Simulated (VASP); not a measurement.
# ZnS (P6_3mc) in VASP: further runs, part 2 of 2

VASP 6.6.1. Earlier steps stand in the parts before.

## (3) Single point, r2SCAN

File POSCAR:

```
ZnS
1.0
    3.6226282809      0.0000000000      0.0000000000
   -1.8113141404      3.1372881197      0.0000000000
    0.0000000000      0.0000000000      5.9869321817
Zn S
2 2
Direct
    0.3333333333      0.6666666667      0.0065995202
    0.6666666667      0.3333333333      0.5065995202
    0.3333333333      0.6666666667      0.3784004798
    0.6666666667      0.3333333333      0.8784004798
```

File INCAR.step1:

```
PREC = Accurate
ENCUT = 520
ISMEAR = 0
SIGMA = 0.01
LREAL = F
LASPH = T
NELM = 60
NBANDS = 26
GGA = PE
ALGO = Normal
EDIFF = 1E-4
LWAVE = T
LCHARG = F
```

File INCAR.step2:

```
PREC = Accurate
ENCUT = 520
EDIFF = 1E-6
ISMEAR = 0
SIGMA = 0.01
LREAL = F
LASPH = T
NELM = 60
ALGO = Normal
ISIF = 2
LWAVE = F
LCHARG = F
METAGGA = R2SCAN
LMIXTAU = T
NBANDS = 26
ISTART = 1
```

File KPOINTS:

```
regular mesh
0
Gamma
  6 6 4
```

Potentials or basis: VASP PAW PBE potentials, release 64 (Zn, S).

Started as:

```bash
cat potpaw_PBE.64/Zn/POTCAR potpaw_PBE.64/S/POTCAR > POTCAR
cp INCAR.step1 INCAR
mpirun -np 1 vasp_std > vasp.out
cp INCAR.step2 INCAR
mpirun -np 1 vasp_std > vasp.out
```

OUTCAR:

```text
PREC = Accurate
   ENCUT = 520
   EDIFF = 1E-6
   ISMEAR = 0
   LREAL = F
   LASPH = T
   NELM = 60
   ISIF = 2
   METAGGA = R2SCAN
   ISTART = 1

 ion  position               nearest neighbor table
   1  0.333  0.667  0.007-   3 2.23   4 2.23   4 2.23   4 2.23
   2  0.667  0.333  0.507-   4 2.23   3 2.23   3 2.23   3 2.23
   3  0.333  0.667  0.378-   1 2.23   2 2.23   2 2.23   2 2.23
   4  0.667  0.333  0.878-   2 2.23   1 2.23   1 2.23   1 2.23

  LATTYP: Found a hexagonal cell.
 ALAT       =     3.6226282809
 C/A-ratio  =     1.6526487725

  Lattice vectors:

 A1 = (   3.6226282809,   0.0000000000,   0.0000000000)
 A2 = (  -1.8113141404,   3.1372881197,   0.0000000000)
 A3 = (   0.0000000000,   0.0000000000,   5.9869321817)

Analysis of symmetry for initial positions (statically):
=====================================================================
 Subroutine PRICEL returns:
 Original cell was already a primitive cell.

 Routine SETGRP: Setting up the symmetry group for a
 hexagonal supercell.

 Subroutine GETGRP returns: Found 12 space group operations
 (whereof  6 operations were pure point group operations)
 out of a pool of 24 trial point group operations.

The static configuration has the point symmetry C_3v.
 The point group associated with its full space group is C_6v.

Analysis of symmetry for dynamics (positions and initial velocities):
=====================================================================
 Subroutine PRICEL returns:
 Original cell was already a primitive cell.

 Routine SETGRP: Setting up the symmetry group for a
 hexagonal supercell.

 Subroutine GETGRP returns: Found 12 space group operations
 (whereof  6 operations were pure point group operations)
[... 117 lines left out ...]
   EFERMI =   0.00;   METHOD = LEGACY
   ISMEAR =     0;   SIGMA  =   0.01  broadening in eV -4-tet -1-fermi 0-gaus
   EFERMI_NEDOS =   21; number of points for ismear=-14 and -15
   IALGO  =     38    algorithm
   IMIX   =      4    mixing-type and parameters
     AMIX     =   0.40;   BMIX     =  1.00
     AMIX_MAG =   1.60;   BMIX_MAG =  1.00
  volume/ion in A,a.u.               =      17.01       114.79
  Fermi-wavevector in a.u.,A,eV,Ry     =   1.324082  2.502152 23.853635  1.753193
  Thomas-Fermi vector in A             =   2.453643
   LORBIT       =      0    0 simple, 1 ext, 2 COOP (PROOUT), +10 PAW based schemes
   METAGGA = R2SCAN    functional components
   LHFCALC =     F    Hartree Fock is set to
   AEXX    =    0.0000 exact exchange contribution
   IVDW    =     0    specifies the selected vdW correction
   LEPSILON=     F    determine dielectric tensor
   LRPA    =     F    only Hartree local field effects (RPA)
 non-spin polarized calculation
 Gauss-broadening in eV      SIGMA  =   0.01
  energy-cutoff  :      520.00
  volume of cell :       68.04
 maximum number of plane-waves:      1846
 NGX is ok and might be reduce to    28
   NGX = 13   NGY = 13   NGZ = 23

 number of electron      35.9999988 magnetization

 Free energy of the ion-electron system (eV)
  ---------------------------------------------------
  ext. energy  EPLUGINS =         0.00000000
  ---------------------------------------------------
  free energy    TOTEN  =       -37.29295188 eV

  energy without entropy =      -37.29295188  energy(sigma->0) =      -37.29295188

 E-fermi :   3.4639     XC(G=0): -11.0521

 val. band max:        3.3955707625   @ k =   0.0000   0.0000   0.0000
 cond. band min:       6.8547890037   @ k =   0.0000   0.0000   0.0000
 fundamental gap:      3.4592182412
 Fermi energy:         3.4639450986

 k-point     1 :       0.0000    0.0000    0.0000
  band No.  band energies     occupation
      1     -11.5185      2.00000
      2     -10.2803      2.00000
      3      -3.8754      2.00000
      4      -3.8329      2.00000
      5      -3.8328      2.00000
      6      -3.7126      2.00000
[... 598 lines left out ...]
     25      13.7127      0.00000
     26      13.7127      0.00000

------------------------ aborting loop because EDIFF is reached ----------------------------------------

  FORCE on cell =-STRESS in cart. coord.  units (eV):
  Direction    XX          YY          ZZ          XY          YZ          ZX
  --------------------------------------------------------------------------------------
  -------------------------------------------------------------------------------------
  Total        6.3830789      6.3830789      6.4092740      0.0000000      0.0000000      0.0000000
  in kB      150.2997564    150.2997564    150.9165629      0.0000000      0.0000000      0.0000000
  external PRESSURE =     150.5053585 kB  Pullay stress =       0.0000000 kB

 VOLUME and BASIS-vectors are now :
 -----------------------------------------------------------------------------
  energy-cutoff  :      520.00
  volume of cell :       68.04
      direct lattice vectors                 reciprocal lattice vectors
     3.622628281  0.000000000  0.000000000     0.276042675  0.159373313  0.000000000
    -1.811314140  3.137288120  0.000000000     0.000000000  0.318746625  0.000000000
     0.000000000  0.000000000  5.986932182     0.000000000  0.000000000  0.167030454

 POSITION                                       TOTAL-FORCE (eV/Angst)
 -----------------------------------------------------------------------------------
     -0.00000      2.09153      0.03951         0.000000      0.000000     -0.002959
      1.81131      1.04576      3.03298         0.000000      0.000000     -0.002959
     -0.00000      2.09153      2.26546        -0.000000     -0.000000      0.002959
      1.81131      1.04576      5.25892        -0.000000      0.000000      0.002959
 -----------------------------------------------------------------------------------
    total drift:                                0.000001      0.000002     -0.028585

  FREE ENERGIE OF THE ION-ELECTRON SYSTEM (eV)
  ---------------------------------------------------
  free  energy   TOTEN  =       -37.2929518817 eV

  energy  without entropy=      -37.2929518817  energy(sigma->0) =      -37.29295188
```

OUTCAR.step1:

```text
PREC = Accurate
   ENCUT = 520
   ISMEAR = 0
   LREAL = F
[... 835 lines left out ...]
     -0.00000      2.09153      0.03951         0.000000      0.000000      0.003036
      1.81131      1.04576      3.03298        -0.000000      0.000000      0.003036
     -0.00000      2.09153      2.26546        -0.000000     -0.000000     -0.003036
      1.81131      1.04576      5.25892         0.000000      0.000000     -0.003036
 -----------------------------------------------------------------------------------
    total drift:                                0.000001      0.000001      0.001998

  FREE ENERGIE OF THE ION-ELECTRON SYSTEM (eV)
  ---------------------------------------------------
  free  energy   TOTEN  =       -13.0858233122 eV

  energy  without entropy=      -13.0858233122  energy(sigma->0) =      -13.08582331
```

OSZICAR.step1:

```text
N       E                     dE             d eps       ncg     rms          rms(c)
DAV:   1     0.252389745047E+03    0.25239E+03   -0.17305E+04  1092   0.177E+03
DAV:   2     0.110353647991E+02   -0.24135E+03   -0.23033E+03  1108   0.363E+02
DAV:   3    -0.133936179541E+02   -0.24429E+02   -0.24170E+02  1304   0.115E+02
DAV:   4    -0.139902541385E+02   -0.59664E+00   -0.59543E+00  1306   0.178E+01
DAV:   5    -0.139987240494E+02   -0.84699E-02   -0.84666E-02  1308   0.215E+00    0.130E+01
DAV:   6    -0.131041472297E+02    0.89458E+00   -0.17345E+00  1554   0.411E+01    0.968E+00
DAV:   7    -0.131010051013E+02    0.31421E-02   -0.17105E+00  1150   0.798E+00    0.389E+00
DAV:   8    -0.130881805532E+02    0.12825E-01   -0.40545E-02  1200   0.128E+00    0.126E+00
DAV:   9    -0.130855363286E+02    0.26442E-02   -0.18255E-02  1282   0.100E+00    0.275E-01
DAV:  10    -0.130856535084E+02   -0.11718E-03   -0.72809E-04  1260   0.305E-01    0.146E-01
DAV:  11    -0.130858290925E+02   -0.17558E-03   -0.20759E-04   998   0.199E-01    0.975E-02
DAV:  12    -0.130858233122E+02    0.57803E-05   -0.59546E-05   588   0.179E-01
   1 F= -.13085823E+02 E0= -.13085823E+02  d E =-.535727E-15
```

Run time: 2.4 min. Hardware: 1 thread of Intel Xeon Platinum 8488C (Sapphire Rapids), shared host; peak memory 0.2 GiB.

Results:

```
Free energy            : -37.2930 eV
Pressure               : 15.1 GPa
Band gap on the k mesh : 3.46 eV, direct
```

Forces on the atoms (eV/Å):
```
Zn   0.000  0.000 -0.003
Zn   0.000  0.000 -0.003
S    0.000  0.000  0.003
S    0.000  0.000  0.003
```

Levels at points of the mesh, in eV from the valence-band top:
```csv
k point,band 15,band 16,band 17,band 18,band 19,band 20,band 21,band 22
"(0.00, 0.00, 0.00)",-1.15,-0.16,0.00,0.00,3.46,3.92,6.66,6.66
"(0.50, 0.00, 0.00)",-4.12,-2.88,-2.23,-1.14,3.88,5.06,5.26,7.18
"(0.00, 0.00, 0.50)",-0.60,-0.60,-0.60,-0.60,4.53,4.53,7.16,7.16
"(0.50, 0.00, 0.50)",-2.13,-2.13,-2.07,-2.07,3.89,3.89,5.50,5.50
```

Caveat: the PAW data sets were made with another functional, which shifts forces and pressure a little. A k mesh can miss the band edges.

## (4) Single point, r2SCAN

This run uses another cell than the first one, of 17.68 Å³/atom, 1.040 times its volume.

File POSCAR:

```
ZnS
1.0
    3.6732154085      0.0000000000      0.0000000000
   -1.8366077042      3.1810978573      0.0000000000
    0.0000000000      0.0000000000      6.0537962746
Zn S
2 2
Direct
    0.3333333333      0.6666666667      0.0061623292
    0.6666666667      0.3333333333      0.5061623292
    0.3333333333      0.6666666667      0.3788376708
    0.6666666667      0.3333333333      0.8788376708
```

File INCAR.step1:

```
SYSTEM = ZnS
ALGO     = Normal         ! electronic algorithm
EDIFF    = 1E-4           ! SCF threshold, eV
ENCUT    = 520            ! plane-wave cutoff, eV
GGA      = PE             ! functional
ISMEAR   = 0              ! smearing method
LASPH    = .TRUE.         ! aspherical terms in the spheres
LCHARG   = .FALSE.        ! write CHGCAR
LREAL    = .FALSE.        ! projectors in reciprocal space
LWAVE    = .TRUE.         ! write WAVECAR
NBANDS   = 26             ! bands
NELM     = 100            ! most SCF steps
PREC     = Accurate       ! precision mode
SIGMA    = 0.01           ! smearing width, eV
```

File INCAR.step2:

```
SYSTEM = ZnS
ALGO     = Normal         ! electronic algorithm
EDIFF    = 1E-6           ! SCF threshold, eV
ENCUT    = 520            ! plane-wave cutoff, eV
ISIF     = 2              ! what is computed and relaxed
ISMEAR   = 0              ! smearing method
ISTART   = 1            
LASPH    = .TRUE.         ! aspherical terms in the spheres
LCHARG   = .TRUE.         ! write CHGCAR
LELF     = .TRUE.         ! ELF
LMIXTAU  = .TRUE.       
LREAL    = .FALSE.        ! projectors in reciprocal space
LVHAR    = .TRUE.       
LWAVE    = .FALSE.        ! write WAVECAR
METAGGA  = R2SCAN         ! meta-GGA
NBANDS   = 26             ! bands
NELM     = 100            ! most SCF steps
PREC     = Accurate       ! precision mode
SIGMA    = 0.01           ! smearing width, eV
```

File KPOINTS:

```
k-points
0
G
  6 6 4
  0 0 0
```

Started as:

```bash
cat potpaw_PBE.64/Zn/POTCAR potpaw_PBE.64/S/POTCAR > POTCAR
cp INCAR.step1 INCAR
mpirun -np 1 vasp_std > vasp.out
cp INCAR.step2 INCAR
mpirun -np 1 vasp_std > vasp.out
```

Run time: 2.1 min. Hardware: 1 thread of Intel Xeon Platinum 8488C (Sapphire Rapids), shared host; peak memory 0.21 GiB.

The run converged. Its results:

```yaml
Free_energy: -37.5025 eV
Pressure: 10.0 GPa
Largest_force: 0.008 eV/Å
Band_gap_on_the_k_mesh: 3.27 eV, direct
```

Forces in eV/Å, atoms in the order of the input:
```
Zn   0.000  0.000 -0.008
Zn   0.000  0.000 -0.008
S    0.000  0.000  0.008
S    0.000  0.000  0.008
```

Levels at points of the mesh, in eV from the valence-band top:
```tsv
k point	band 15	band 16	band 17	band 18	band 19	band 20	band 21	band 22
(0.00, 0.00, 0.00)	-1.08	-0.13	0.00	0.00	3.27	3.84	6.70	6.71
(0.50, 0.00, 0.00)	-3.90	-2.71	-2.08	-1.07	3.93	5.00	5.32	7.25
(0.00, 0.00, 0.50)	-0.57	-0.57	-0.57	-0.57	4.42	4.42	7.19	7.19
(0.50, 0.00, 0.50)	-1.99	-1.99	-1.95	-1.95	3.92	3.92	5.55	5.55
```

Caveat: the PAW data sets were made with another functional, which shifts forces and pressure a little. r2SCAN opens gaps a little over a GGA but as a rule still falls short of measured ones.
